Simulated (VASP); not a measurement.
# SiC (Fm-3m) in VASP: a series of runs, part 2 of 2

VASP 6.6.1.

## Step 4: Single point, PBE

This run uses another cell than the first one, of 6.32 Å³/atom.

Input file INCAR:

```
  PREC = Accurate
  ENCUT = 600
  EDIFF = 1E-6
  ISMEAR = 0
  SIGMA = 0.02
  LREAL = False
  LASPH = True
  NELM = 120
  ALGO = Normal
  ISIF = 2
  LWAVE = False
  LCHARG = False
  GGA = PE
  NBANDS = 11
  GGA_COMPAT = False
```

Input file KPOINTS:

```
regular mesh
0
Gamma
  16 16 16
```

Input file POSCAR:

```
SiC
1.0
    0.0000000000      1.8491031915      1.8491031915
    1.8491031915      0.0000000000      1.8491031915
    1.8491031915      1.8491031915      0.0000000000
C Si
1 1
Direct
    0.0000000000      0.0000000000      0.0000000000
    0.5000000000      0.5000000000      0.5000000000
```

Potentials or basis: VASP PAW PBE potentials, release 64 (C, Si).

On the command line:

```sh
$ cat potpaw_PBE.64/C/POTCAR potpaw_PBE.64/Si/POTCAR > POTCAR
$ mpirun -np 1 vasp_std > vasp.out
```

OUTCAR:

```text
PREC = Accurate
   ENCUT = 600
   EDIFF = 1E-6
   ISMEAR = 0
   LREAL = False
   LASPH = True
   NELM = 120
   ISIF = 2
   GGA = PE

 ion  position               nearest neighbor table
   1  0.000  0.000  0.000-   2 1.85   2 1.85   2 1.85   2 1.85   2 1.85   2 1.85
   2  0.500  0.500  0.500-   1 1.85   1 1.85   1 1.85   1 1.85   1 1.85   1 1.85

  LATTYP: Found a face centered cubic cell.
 ALAT       =     3.6982063830

  Lattice vectors:

 A1 = (   0.0000000000,   1.8491031915,   1.8491031915)
 A2 = (   1.8491031915,   0.0000000000,   1.8491031915)
[... 515 lines left out ...]
      8      29.2409      0.00000
      9      30.3713      0.00000
     10      30.9164      0.00000
     11      33.8034      0.00000

 [... further k-points ...]
[... 5 lines left out ...]
  --------------------------------------------------------------------------------------
  -------------------------------------------------------------------------------------
  Total        9.8339095      9.8339095      9.8339095     -0.0000000     -0.0000000     -0.0000000
  in kB     1246.0152243   1246.0152243   1246.0152243     -0.0000000     -0.0000000     -0.0000000
  external PRESSURE =    1246.0152243 kB  Pullay stress =       0.0000000 kB

 VOLUME and BASIS-vectors are now :
 -----------------------------------------------------------------------------
  energy-cutoff  :      600.00
  volume of cell :       12.64
      direct lattice vectors                 reciprocal lattice vectors
     0.000000000  1.849103192  1.849103192    -0.270401350  0.270401350  0.270401350
     1.849103192  0.000000000  1.849103192     0.270401350 -0.270401350  0.270401350
     1.849103192  1.849103192  0.000000000     0.270401350  0.270401350 -0.270401350

 POSITION                                       TOTAL-FORCE (eV/Angst)
 -----------------------------------------------------------------------------------
      0.00000      0.00000      0.00000         0.000000     -0.000000     -0.000000
      1.84910      1.84910      1.84910        -0.000000      0.000000      0.000000
 -----------------------------------------------------------------------------------
    total drift:                                0.000000     -0.000000     -0.000000

  FREE ENERGIE OF THE ION-ELECTRON SYSTEM (eV)
  ---------------------------------------------------
  free  energy   TOTEN  =       -12.3410607359 eV

  energy  without entropy=      -12.3410607359  energy(sigma->0) =      -12.34106074
```

OSZICAR:

```text
N       E                     dE             d eps       ncg     rms          rms(c)
DAV:   1     0.676494866084E+01    0.67649E+01   -0.49626E+03  3254   0.792E+02
DAV:   2    -0.137077176426E+02   -0.20473E+02   -0.19288E+02  4109   0.120E+02
DAV:   3    -0.142319745802E+02   -0.52426E+00   -0.52307E+00  3829   0.146E+01
DAV:   4    -0.142328615362E+02   -0.88696E-03   -0.88691E-03  3553   0.741E-01
DAV:   5    -0.142328627622E+02   -0.12260E-05   -0.12260E-05  3771   0.264E-02    0.119E+01
DAV:   6    -0.124656116569E+02    0.17673E+01   -0.42912E+00  3394   0.110E+01    0.589E+00
DAV:   7    -0.123438744956E+02    0.12174E+00   -0.66380E-01  3692   0.477E+00    0.189E+00
DAV:   8    -0.123411973577E+02    0.26771E-02   -0.76639E-03  3382   0.646E-01    0.525E-01
DAV:   9    -0.123410511929E+02    0.14616E-03   -0.52158E-04  3816   0.207E-01    0.172E-01
DAV:  10    -0.123410597385E+02   -0.85456E-05   -0.72015E-06  3663   0.227E-02    0.169E-02
DAV:  11    -0.123410607359E+02   -0.99740E-06   -0.31412E-06  3467   0.121E-02
   1 F= -.12341061E+02 E0= -.12341061E+02  d E =-.257710E-12
```

stdout:

```text
POSCAR found type information on POSCAR C Si
 POSCAR found :  2 types and       2 ions
 scaLAPACK will be used
 LDA part: xc-table for (Slater+PW92), standard interpolation
 POSCAR, INCAR and KPOINTS ok, starting setup
 FFT: planning ... GRIDC
 FFT: planning ... GRID_SOFT
 FFT: planning ... GRID
 WAVECAR not read
 entering main loop
```

It took 14 s on 1 thread of Intel Xeon Platinum 8259CL at 2.50GHz (Skylake/Cascade Lake), shared host; peak memory 0.15 GiB.

Results:

- Free energy: -12.3411 eV
- Pressure: 124.6 GPa
- Band gap on the k mesh: 1.12 eV (least direct gap 6.60 eV)

Levels at points of the mesh, in eV from the valence-band top:
```
           k point  band 1  band 2  band 3  band 4  band 5  band 6  band 7  band 8  band 9
(0.00, 0.00, 0.00)  -21.93    0.00    0.00    0.00    8.98    8.98    8.98   12.98   15.27
(0.50, 0.00, 0.00)  -15.59  -13.94   -1.90   -1.90    6.66    6.66    7.70   12.79   18.31
(0.50, 0.50, 0.00)  -13.03  -12.51   -5.48   -5.48    1.12    1.13   19.00   19.23   19.23
```

Caveat: the cell stands under pressure. A k mesh can miss the band edges.

## Step 5: Single point, PBE

This run uses another cell than the first one, of 6.85 Å³/atom.

Input file INCAR:

```
SYSTEM = SiC
ALGO     = Normal         ! electronic algorithm
EDIFF    = 1E-6           ! SCF threshold, eV
ENCUT    = 600            ! plane-wave cutoff, eV
GGA      = PE             ! functional
GGA_COMPAT= .FALSE.      
ISIF     = 2              ! what is computed and relaxed
ISMEAR   = 0              ! smearing method
LASPH    = .TRUE.         ! aspherical terms in the spheres
LCHARG   = .FALSE.        ! write CHGCAR
LREAL    = .FALSE.        ! projectors in reciprocal space
LWAVE    = .FALSE.        ! write WAVECAR
NBANDS   = 11             ! bands
NELM     = 120            ! most SCF steps
PREC     = Accurate       ! precision mode
SIGMA    = 0.02           ! smearing width, eV
```

Input file KPOINTS:

```
k-points
0
G
  16 16 16
  0 0 0
```

Input file POSCAR:

```
SiC
1.0
    0.0000000000      1.8992542369      1.8992542369
    1.8992542369      0.0000000000      1.8992542369
    1.8992542369      1.8992542369      0.0000000000
C Si
1 1
Direct
    0.0000000000      0.0000000000      0.0000000000
    0.5000000000      0.5000000000      0.5000000000
```

On the command line:

```sh
$ cat potpaw_PBE.64/C/POTCAR potpaw_PBE.64/Si/POTCAR > POTCAR
$ mpirun -np 1 vasp_std > vasp.out
```

Run time: 14 s. Hardware: 1 thread of Intel Xeon Platinum 8259CL at 2.50GHz (Skylake/Cascade Lake), shared host; peak memory 0.15 GiB.

Results (log left out):

* Free energy: -12.9912 eV
* Pressure: 74.7 GPa
* Band gap on the k mesh: 0.45 eV (least direct gap 5.57 eV)

Levels at points of the mesh, in eV from the valence-band top:
| k point | band 1 | band 2 | band 3 | band 4 | band 5 | band 6 | band 7 | band 8 |
| --- | --- | --- | --- | --- | --- | --- | --- | --- |
| (0.00, 0.00, 0.00) | -20.86 | -0.01 | -0.01 | -0.01 | 8.97 | 8.97 | 8.97 | 11.20 |
| (0.50, 0.00, 0.00) | -14.87 | -13.19 | -1.62 | -1.62 | 6.20 | 6.20 | 7.15 | 11.83 |
| (0.50, 0.50, 0.00) | -12.56 | -11.67 | -5.12 | -5.12 | 0.45 | 1.57 | 17.78 | 17.83 |

Caveat: the cell stands under pressure. A k mesh can miss the band edges.

## Step 6: Single point, PBE

This run uses another cell than the first one, of 7.56 Å³/atom.

Input file INCAR:

```
SYSTEM = SiC
PREC     = Accurate       ! precision mode
ENCUT    = 600            ! plane-wave cutoff, eV
EDIFF    = 1E-6           ! SCF threshold, eV
ISMEAR   = 0              ! smearing method
SIGMA    = 0.02           ! smearing width, eV
LREAL    = .FALSE.        ! projectors in reciprocal space
LASPH    = .TRUE.         ! aspherical terms in the spheres
NELM     = 120            ! most SCF steps
ALGO     = Normal         ! electronic algorithm
ISIF     = 2              ! what is computed and relaxed
LWAVE    = .FALSE.        ! write WAVECAR
LCHARG   = .FALSE.        ! write CHGCAR
GGA      = PE             ! functional
NBANDS   = 11             ! bands
GGA_COMPAT= .FALSE.
```

Input file KPOINTS:

```
Automatic mesh
0
G
  16 16 16
  0 0 0
```

Input file POSCAR:

```
SiC
1.0
    0.0000000000      1.9624060523      1.9624060523
    1.9624060523      0.0000000000      1.9624060523
    1.9624060523      1.9624060523      0.0000000000
C Si
1 1
Direct
    0.0000000000      0.0000000000      0.0000000000
    0.5000000000      0.5000000000      0.5000000000
```

Potentials or basis: VASP PAW PBE potentials, release 64 (C, Si).

On the command line:

```sh
$ cat potpaw_PBE.64/C/POTCAR potpaw_PBE.64/Si/POTCAR > POTCAR
$ mpirun -np 1 vasp_std > vasp.out
```

Wall time 16 s (1 thread of Intel Xeon Platinum 8259CL at 2.50GHz (Skylake/Cascade Lake), shared host); peak memory 0.15 GiB.

The run converged. Its results:

```yaml
Free_energy: -13.4393 eV
Pressure: 29.9 GPa
Band_gap_on_the_k_mesh: zero (bands 4 and 5 overlap by 0.34 eV)
```

Levels at points of the mesh, in eV from the Fermi level:
```tsv
k point	band 1	band 2	band 3	band 4	band 5	band 6	band 7	band 8	band 9
(0.00, 0.00, 0.00)	-19.62	-0.02	-0.02	-0.02	8.93	8.93	8.93	9.19	13.89
(0.50, 0.00, 0.00)	-14.06	-12.34	-1.33	-1.33	5.66	5.66	6.48	10.65	15.82
(0.50, 0.50, 0.00)	-12.04	-10.71	-4.72	-4.72	-0.33	2.06	16.21	16.21	16.35
```

Caveat: the cell stands under pressure; semilocal functionals underestimate gaps, so a narrow gap can read as zero.

## Step 7: Overview

```tsv
cell	smearing	gap on the mesh (eV)	pressure (GPa)
a = 2.495 Å, angles 60.0°, 2 atoms	gaussian 0.01 eV	0.22	249.2
a = 2.548 Å, angles 60.0°, 2 atoms	gaussian 0.02 eV	0.64	186.9
a = 2.615 Å, angles 60.0°, 2 atoms	gaussian 0.02 eV	1.12	124.6
a = 2.686 Å, angles 60.0°, 2 atoms	gaussian 0.02 eV	0.45	74.7
a = 2.775 Å, angles 60.0°, 2 atoms	gaussian 0.02 eV	none	29.9
```

Alike in all rows: task single point; level PBE; potentials or basis VASP PAW PBE potentials, release 64 (C, Si); no spin polarisation; k mesh 16 × 16 × 16; cutoff (eV) 600.

Caveats: the cell stands under pressure; semilocal functionals underestimate gaps, so a narrow gap can read as zero (at least some runs).

Absolute energies hang on the potentials; compare differences alone.
